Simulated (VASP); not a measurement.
# CO2 (P4_2/mnm) in VASP: a series of runs

CO2 is run at these levels: PBE+D3(BJ); tasks: single point, relaxation of cell and atoms.

All numbers are computed with VASP 6.6.1; they aren't measurements. Logs are shortened: lines on timing, memory, paths and dates and some standing lists are left out, and cuts for length are marked.

### 1 The cell of the first run

Symmetry: P4_2/mnm, No. 136, tetragonal system. Conventional cell: a = 4.427 Å, b = 4.427 Å, c = 4.809 Å, α = 90.00°, β = 90.00°, γ = 90.00°. Within 1.6 Å of C (site symmetry mmm) lie 2 O at 1.17 Å. Within 1.6 Å of O (site symmetry m2m) lie 1 C at 1.17 Å.

### 2 Single point, PBE+D3(BJ)

Input file INCAR:

```
SYSTEM = CO2
PREC = Accurate ; ENCUT = 520
EDIFF = 1E-6 ; ISMEAR = 0
SIGMA = 0.02 ; LREAL = .FALSE.
LASPH = .TRUE. ; NELM = 60
ALGO = Normal ; ISIF = 2
LWAVE = .FALSE. ; LCHARG = .FALSE.
GGA = PE ; IVDW = 12
NBANDS = 25
```

Input file KPOINTS:

```
Automatic mesh
0
G
  6 6 6
  0 0 0
```

Input file POSCAR:

```
CO2
1.0
    4.4266920424      0.0000000000      0.0000000000
    0.0000000000      4.4266920424      0.0000000000
    0.0000000000      0.0000000000      4.8089848301
C O
2 4
Direct
    0.5000000000      0.5000000000      0.5000000000
    0.0000000000      0.0000000000      0.0000000000
    0.3132524780      0.6867475220      0.5000000000
    0.6867475220      0.3132524780      0.5000000000
    0.1867475220      0.1867475220      0.0000000000
    0.8132524780      0.8132524780      0.0000000000
```

Potentials or basis: VASP PAW PBE potentials, release 64 (C, O).

The run is started by

```console
> cat potpaw_PBE.64/C/POTCAR potpaw_PBE.64/O/POTCAR > POTCAR
> mpirun -np 1 vasp_std > vasp.out
```

OUTCAR:

```text
SYSTEM = CO2
   PREC = Accurate
   ENCUT = 520
   EDIFF = 1E-6
   ISMEAR = 0
   LREAL = .FALSE.
   LASPH = .TRUE.
   NELM = 60
   ISIF = 2
   GGA = PE
   IVDW = 12
 IVDW          = 12

 ion  position               nearest neighbor table
   1  0.500  0.500  0.500-   3 1.17   4 1.17
   2  0.000  0.000  0.000-   5 1.17   6 1.17
   3  0.313  0.687  0.500-   1 1.17
   4  0.687  0.313  0.500-   1 1.17
   5  0.187  0.187  0.000-   2 1.17
   6  0.813  0.813  0.000-   2 1.17

  LATTYP: Found a simple tetragonal cell.
 ALAT       =     4.4266920424
 C/A-ratio  =     1.0863608275

  Lattice vectors:

 A1 = (   4.4266920424,   0.0000000000,   0.0000000000)
 A2 = (   0.0000000000,   4.4266920424,   0.0000000000)
 A3 = (   0.0000000000,   0.0000000000,   4.8089848301)

Analysis of symmetry for initial positions (statically):
=====================================================================
 Subroutine PRICEL returns:
 Original cell was already a primitive cell.

 Routine SETGRP: Setting up the symmetry group for a
 simple tetragonal supercell.

 Subroutine GETGRP returns: Found 16 space group operations
 (whereof  8 operations were pure point group operations)
 out of a pool of 16 trial point group operations.

The static configuration has the point symmetry D_2h.
 The point group associated with its full space group is D_4h.

Analysis of symmetry for dynamics (positions and initial velocities):
=====================================================================
 Subroutine PRICEL returns:
 Original cell was already a primitive cell.

 Routine SETGRP: Setting up the symmetry group for a
 simple tetragonal supercell.

 Subroutine GETGRP returns: Found 16 space group operations
 (whereof  8 operations were pure point group operations)
 out of a pool of 16 trial point group operations.

The dynamic configuration has the point symmetry D_2h.
 The point group associated with its full space group is D_4h.

 Subroutine INISYM returns: Found 16 space group operations
 (whereof  8 operations are pure point group operations),
 and found     1 'primitive' translations

----------------------------------------------------------------------------------------

                                     Primitive cell

  volume of cell :      94.2350

  direct lattice vectors                    reciprocal lattice vectors
     4.426692042  0.000000000  0.000000000     0.225902319  0.000000000  0.000000000
     0.000000000  4.426692042  0.000000000     0.000000000  0.225902319  0.000000000
     0.000000000  0.000000000  4.808984830     0.000000000  0.000000000  0.207944095

  length of vectors
     4.426692042  4.426692042  4.808984830     0.225902319  0.225902319  0.207944095

  position of ions in fractional coordinates (direct lattice)
     0.500000000  0.500000000  0.500000000
     0.000000000  0.000000000  0.000000000
     0.313252478  0.686747522  0.500000000
     0.686747522  0.313252478  0.500000000
     0.186747522  0.186747522  0.000000000
     0.813252478  0.813252478  0.000000000

  ion indices of the primitive-cell ions
   primitive index   ion index
                 1           1
                 2           2
                 3           3
                 4           4
                 5           5
                 6           6

----------------------------------------------------------------------------------------

 KPOINTS: Automatic mesh

Automatic generation of k-mesh.
 Grid dimensions read from file:
 generate k-points for:    6    6    6

 Generating k-lattice:

  Cartesian coordinates                     Fractional coordinates (reciprocal lattice)
     0.037650387  0.000000000  0.000000000     0.166666667  0.000000000  0.000000000
     0.000000000  0.037650387  0.000000000     0.000000000  0.166666667  0.000000000
     0.000000000  0.000000000  0.034657349     0.000000000  0.000000000  0.166666667

  Length of vectors
     0.037650387  0.037650387  0.034657349

  Shift w.r.t. Gamma in fractional coordinates (k-lattice)
     0.000000000  0.000000000  0.000000000

 Subroutine IBZKPT returns following result:
 ===========================================

 Found     40 irreducible k-points:

 Following reciprocal coordinates:
            Coordinates               Weight
  0.000000  0.000000  0.000000      1.000000
  0.166667  0.000000  0.000000      4.000000
  0.333333  0.000000  0.000000      4.000000
  0.500000  0.000000  0.000000      2.000000
  0.166667  0.166667  0.000000      4.000000
  0.333333  0.166667  0.000000      8.000000
[... 16 lines left out ...]
  0.333333  0.000000  0.333333      8.000000
  0.500000  0.000000  0.333333      4.000000
 [... further k-points ...]
   k-points           NKPTS =     40   k-points in BZ     NKDIM =     40   number of bands    NBANDS=     25
   number of dos      NEDOS =    301   number of ions     NIONS =      6
   total plane-waves  NPLWV =  46656
   dimension x,y,z NGX =    36 NGY =   36 NGZ =   36
   dimension x,y,z NGXF=    72 NGYF=   72 NGZF=   72
   ions per type =               2   4
   NGX,Y,Z   is equivalent  to a cutoff of  13.52, 13.52, 12.45 a.u.
   NGXF,Y,Z  is equivalent  to a cutoff of  27.04, 27.04, 24.89 a.u.
 SYSTEM =  CO2
   PREC   = accura    normal or accurate (medium, high low for compatibility)
   ISTART =      0    job   : 0-new  1-cont  2-samecut
   ICHARG =      2    charge: 1-file 2-atom 10-const
   ISPIN  =      1    spin polarized calculation?
   LNONCOLLINEAR =      F non collinear calculations
   LSORBIT =      F    spin-orbit coupling
   LASPH  =      T    aspherical Exc in radial PAW
   ENCUT  =  520.0 eV  38.22 Ry    6.18 a.u.   8.23  8.23  8.94*2*pi/ulx,y,z
   NELM   =     60;   NELMIN=  2; NELMDL= -5     # of ELM steps
   EDIFF  = 0.1E-05   stopping-criterion for ELM
   LREAL  =      F    real-space projection
   EDIFFG = 0.1E-04   stopping-criterion for IOM
   NSW    =      0    number of steps for IOM
   IBRION =     -1    ionic relax: 0-MD 1-quasi-New 2-CG
   NFREE  =      0    steps in history (QN), initial steepest desc. (CG)
   ISIF   =      2    stress and relaxation
   ISYM   =      2    0-nonsym 1-usesym 2-fastsym
   POTIM  = 0.5000    time-step for ionic-motion
   TEBEG  =    0.0;   TEEND  =   0.0 temperature during run
   PSTRESS=    0.0 pullay stress
   NELECT =      32.0000    total number of electrons
   NUPDOWN=      -1.0000    fix difference up-down
   EMIN   =  10.00;   EMAX   =-10.00  energy-range for DOS
   EFERMI =   0.00;   METHOD = LEGACY
   ISMEAR =     0;   SIGMA  =   0.02  broadening in eV -4-tet -1-fermi 0-gaus
   EFERMI_NEDOS =   21; number of points for ismear=-14 and -15
   IALGO  =     38    algorithm
   IMIX   =      4    mixing-type and parameters
     AMIX     =   0.40;   BMIX     =  1.00
     AMIX_MAG =   1.60;   BMIX_MAG =  1.00
  volume/ion in A,a.u.               =      15.71       105.99
  Fermi-wavevector in a.u.,A,eV,Ry     =   1.142144  2.158339 17.748700  1.304493
  Thomas-Fermi vector in A             =   2.278842
   LORBIT       =      0    0 simple, 1 ext, 2 COOP (PROOUT), +10 PAW based schemes
   GGA     = PE    functional components
   LHFCALC =     F    Hartree Fock is set to
   AEXX    =    0.0000 exact exchange contribution
   IVDW    =    12    specifies the selected vdW correction
   LEPSILON=     F    determine dielectric tensor
   LRPA    =     F    only Hartree local field effects (RPA)
 non-spin polarized calculation
 Gauss-broadening in eV      SIGMA  =   0.02
  energy-cutoff  :      520.00
  volume of cell :       94.23
 maximum number of plane-waves:      2562
 NGX is ok and might be reduce to    36
   NGX = 17   NGY = 17   NGZ = 17

 number of electron      32.0000004 magnetization

 Free energy of the ion-electron system (eV)
  ---------------------------------------------------
  ext. energy  EPLUGINS =         0.00000000
  ---------------------------------------------------
  free energy    TOTEN  =       -46.06662463 eV

  energy without entropy =      -46.06662463  energy(sigma->0) =      -46.06662463

 E-fermi :  -3.7354     XC(G=0):  -7.5705

 val. band max:       -3.8664301667   @ k =   0.5000   0.5000   0.5000
 cond. band min:       2.6630227931   @ k =   0.0000   0.0000   0.0000
 fundamental gap:      6.5294529598
 Fermi energy:        -3.7353669163

 k-point     1 :       0.0000    0.0000    0.0000
  band No.  band energies     occupation
      1     -24.5015      2.00000
      2     -24.3010      2.00000
      3     -23.3565      2.00000
      4     -23.3565      2.00000
      5      -9.2237      2.00000
      6      -8.9666      2.00000
[... 17 lines left out ...]
     24      11.0717      0.00000
     25      11.3562      0.00000

 k-point     2 :       0.1667    0.0000    0.0000
  band No.  band energies     occupation
      1     -24.4835      2.00000
      2     -24.3084      2.00000
      3     -23.3621      2.00000
      4     -23.3610      2.00000
      5      -9.1895      2.00000
      6      -8.9923      2.00000
[... 17 lines left out ...]
     24      10.9604      0.00000
     25      11.0929      0.00000

 k-point     3 :       0.3333    0.0000    0.0000
  band No.  band energies     occupation
      1     -24.4369      2.00000
      2     -24.3341      2.00000
      3     -23.3729      2.00000
      4     -23.3708      2.00000
      5      -9.1137      2.00000
      6      -9.0335      2.00000
[... 17 lines left out ...]
     24      10.5478      0.00000
     25      10.6902      0.00000

 k-point     4 :       0.5000    0.0000    0.0000
  band No.  band energies     occupation
      1     -24.3804      2.00000
      2     -24.3804      2.00000
      3     -23.3772      2.00000
      4     -23.3772      2.00000
      5      -9.0610      2.00000
      6      -9.0610      2.00000
[... 17 lines left out ...]
     24       9.4684      0.00000
     25      10.5879      0.00000

 k-point     5 :       0.1667    0.1667    0.0000
  band No.  band energies     occupation
      1     -24.4668      2.00000
      2     -24.3142      2.00000
      3     -23.3676      2.00000
      4     -23.3660      2.00000
      5      -9.1629      2.00000
      6      -9.0133      2.00000
[... 17 lines left out ...]
     24      10.2412      0.00000
     25      10.9590      0.00000

 k-point     6 :       0.3333    0.1667    0.0000
  band No.  band energies     occupation
      1     -24.4244      2.00000
      2     -24.3350      2.00000
      3     -23.3787      2.00000
      4     -23.3767      2.00000
      5      -9.1040      2.00000
      6      -9.0446      2.00000
[... 17 lines left out ...]
     24       9.7652      0.00000
     25      10.3947      0.00000
[... 393 lines left out ...]
 k-point    21 :       0.0000    0.0000    0.3333
  band No.  band energies     occupation
      1     -24.4513      2.00000
      2     -24.3507      2.00000
      3     -23.3559      2.00000
      4     -23.3559      2.00000
      5      -9.2486      2.00000
      6      -9.1048      2.00000
[... 17 lines left out ...]
     24      11.4065      0.00000
     25      11.9134      0.00000

 k-point    22 :       0.1667    0.0000    0.3333
  band No.  band energies     occupation
      1     -24.4391      2.00000
      2     -24.3514      2.00000
      3     -23.3620      2.00000
      4     -23.3614      2.00000
      5      -9.2054      2.00000
      6      -9.0949      2.00000
[... 17 lines left out ...]
     24      11.1013      0.00000
     25      11.2568      0.00000

 k-point    23 :       0.3333    0.0000    0.3333
  band No.  band energies     occupation
      1     -24.4089      2.00000
      2     -24.3575      2.00000
      3     -23.3740      2.00000
      4     -23.3729      2.00000
      5      -9.0935      2.00000
      6      -9.0560      2.00000
[... 17 lines left out ...]
     24       9.9266      0.00000
     25      10.9387      0.00000

 k-point    24 :       0.5000    0.0000    0.3333
  band No.  band energies     occupation
      1     -24.3772      2.00000
      2     -24.3772      2.00000
      3     -23.3794      2.00000
      4     -23.3794      2.00000
      5      -9.0162      2.00000
      6      -9.0162      2.00000
[... 17 lines left out ...]
     24       8.7799      0.00000
     25      10.9853      0.00000

 [... further k-points ...]

------------------------ aborting loop because EDIFF is reached ----------------------------------------

 Edisp (eV)   -0.38842

 E8    (eV) :    -0.0985

  FORCE on cell =-STRESS in cart. coord.  units (eV):
  Direction    XX          YY          ZZ          XY          YZ          ZX
  --------------------------------------------------------------------------------------
  -------------------------------------------------------------------------------------
  Total       1.33720     1.33720    -0.15127    -0.00000     0.00000     0.00000
  in kB      22.73491    22.73491    -2.57189    -0.00000     0.00000     0.00000
  external pressure =       14.30 kB  Pullay stress =        0.00 kB

 VOLUME and BASIS-vectors are now :
 -----------------------------------------------------------------------------
  energy-cutoff  :      520.00
  volume of cell :       94.23
      direct lattice vectors                 reciprocal lattice vectors
     4.426692042  0.000000000  0.000000000     0.225902319  0.000000000  0.000000000
     0.000000000  4.426692042  0.000000000     0.000000000  0.225902319  0.000000000
     0.000000000  0.000000000  4.808984830     0.000000000  0.000000000  0.207944095

 POSITION                                       TOTAL-FORCE (eV/Angst)
 -----------------------------------------------------------------------------------
      2.21335      2.21335      2.40449         0.000000     -0.000000      0.000000
      0.00000      0.00000      0.00000         0.000000     -0.000000      0.000000
      1.38667      3.04002      2.40449        -0.446920      0.446920      0.000000
      3.04002      1.38667      2.40449         0.446920     -0.446920     -0.000000
      0.82667      0.82667      0.00000         0.446920      0.446920      0.000000
      3.60002      3.60002      0.00000        -0.446920     -0.446920     -0.000000
 -----------------------------------------------------------------------------------
    total drift:                               -0.000000      0.000000     -0.000000

  FREE ENERGIE OF THE ION-ELECTRON SYSTEM (eV)
  ---------------------------------------------------
  free  energy   TOTEN  =       -46.4550450586 eV

  energy  without entropy=      -46.4550450586  energy(sigma->0) =      -46.45504506
```

Wall time 40 s (1 thread of Intel Xeon Platinum 8488C (Sapphire Rapids), shared host); peak memory 0.24 GiB.

What came out:

```yaml
Free_energy: -46.4550 eV
Pressure: 1.4 GPa
Largest_force: 0.632 eV/Å
Band_gap_on_the_k_mesh: 6.53 eV (least direct gap 6.87 eV)
Dispersion_energy_per_atom: -0.065 eV
```

Forces in eV/Å, atoms in the order of the input:
```
C    0.000  0.000  0.000
C    0.000  0.000  0.000
O   -0.447  0.447  0.000
O    0.447 -0.447  0.000
O    0.447  0.447  0.000
O   -0.447 -0.447  0.000
```

A k mesh can miss the band edges.

[end of part 1 of 2]
